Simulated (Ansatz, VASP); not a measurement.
**TiBMoC2: VASP beside Ansatz**

```xyz
5
Lattice="2.6103 0.0000 0.0000 -1.3051 2.2606 0.0000 0.0000 0.0000 10.0905" Properties=species:S:1:pos:R:3 pbc="T T T"
Ti    0.0000    0.0000    2.2414
B     0.0000    0.0000    7.0101
Mo    0.0000    0.0000    4.8295
C     0.0000    1.5070   10.3904
C     1.3051    0.7535   10.3904
```

Alike in both runs: functional PBE; k mesh 12 × 12 × 6; occupations gaussian, width 0.1 eV; no spin polarisation.

Ansatz relaxed the structure, and its values are those at the end. VASP's run is a single point on that final structure, the one shown.

```csv
,VASP,Ansatz
version,VASP 6.6.1,Ansatz 0.2.0
potentials or method,"VASP PAW PBE potentials, release 64 (Ti_sv, B, Mo_sv, C), cutoff 520 eV","scalar-relativistic, plane waves, PAW"
valence electrons in the cell,37,37
```

VASP gave:

```
gap on the k mesh at the Fermi level (eV) : none
pressure (GPa)                            : 0.3
rms of the force components (eV/Å)        : 0.005
```

What did Ansatz give for the same quantities?

gap on the k mesh at the Fermi level (eV): none; pressure (GPa): 0.0; rms of the force components (eV/Å): 0.000.

A gap of «none» marks a metal or a gap that the smearing closes.
